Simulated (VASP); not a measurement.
SiC4:

```
Si C
1.0
    -1.92298    1.92298    3.67424
     1.92298   -1.92298    3.67424
     1.92298    1.92298   -3.67424
Si C
1 4
Direct
  0.08999 0.08999 0.00000
  0.07017 0.07017 0.61841
  0.45177 0.45177 0.38159
  0.07017 0.45177 0.00000
  0.45177 0.07017 0.00000
```

The cell was built from a structure type or drawn by symmetry, and may not be a known phase.

* Program: VASP 6.6.1
* Task: relaxation of cell and atoms
* Functional: PBE
* Potentials or basis: VASP PAW PBE potentials, release 64 (Si, C)
* Cutoff: 600 eV
* k mesh: 6 × 6 × 6
* Occupations: gaussian, width 0.1 eV
* Spin: no spin polarisation

At the start: pressure 42.6 GPa; volume 10.87 Å³/atom.

Question: How do energy, volume and symmetry change on relaxing?

Answer: Over 51 steps the energy falls by 2041.4 meV/atom and the volume is 9.78 Å³/atom (-10.0 %); space group I4mm (No. 107, to 0.1 Å) before, I4/mmm (No. 139, to 0.1 Å).

Step by step:
| step | energy change (eV) | largest force (eV/Å) | pressure (GPa) | volume (Å³) |
| --- | --- | --- | --- | --- |
| 1 | 0.0000 | 23.2562 | 42.61 | 54.35 |
| 3 | -0.4333 | 2.9790 | -24.96 | 77.34 |
| 5 | -2.8561 | 3.6661 | -31.18 | 64.23 |
| 7 | -4.1520 | 3.9202 | -8.61 | 56.72 |
| 9 | -4.2171 | 2.4841 | -14.57 | 57.65 |
| 11 | -4.7993 | 2.5377 | -0.37 | 52.60 |
| 13 | -6.9689 | 1.2024 | 24.80 | 40.72 |
| 15 | -7.0337 | 0.5991 | 14.06 | 42.02 |
| 17 | -7.4569 | 3.8262 | 2.92 | 43.04 |
| 19 | -8.9987 | 3.2087 | -9.86 | 44.88 |
| 21 | -9.3215 | 2.2473 | -16.68 | 45.42 |
| 23 | -9.6812 | 2.1444 | -1.61 | 43.55 |
| 25 | -9.9509 | 0.5530 | 8.67 | 41.39 |
| 27 | -10.0203 | 0.6261 | -2.18 | 43.01 |
| 29 | -10.0526 | 0.3601 | -1.17 | 43.52 |
| 31 | -10.0962 | 0.2984 | 3.98 | 43.60 |
| 33 | -10.1076 | 0.2972 | 0.90 | 44.17 |
| 35 | -10.1274 | 0.1472 | -3.59 | 46.38 |
| 37 | -10.1421 | 0.3088 | -3.06 | 47.09 |
| 39 | -10.1437 | 0.4180 | -2.79 | 47.42 |
| 41 | -10.1709 | 0.4235 | 0.12 | 47.35 |
| 43 | -10.1735 | 0.4325 | 1.43 | 47.32 |
| 45 | -10.1814 | 0.3560 | -0.49 | 47.76 |
| 47 | -10.1896 | 0.2988 | -0.36 | 47.96 |
| 49 | -10.2063 | 0.1609 | 0.19 | 48.83 |
| 51 | -10.2071 | 0.0286 | -0.14 | 48.92 |

Final structure:
```cif
data_structure
_symmetry_space_group_name_H-M 'P 1'
_symmetry_Int_Tables_number 1
_cell_length_a 4.0805
_cell_length_b 4.0805
_cell_length_c 4.0805
_cell_angle_alpha 118.732
_cell_angle_beta 118.732
_cell_angle_gamma 92.210
_cell_volume 48.92
loop_
_atom_site_label
_atom_site_type_symbol
_atom_site_fract_x
_atom_site_fract_y
_atom_site_fract_z
_atom_site_occupancy
Si1 Si 0.82740 0.82740 0.00000 1
C1 C 0.14956 0.14956 0.64588 1
C2 C 0.50368 0.50368 0.35412 1
C3 C 0.14956 0.50368 0.00000 1
C4 C 0.50368 0.14956 0.00000 1
```
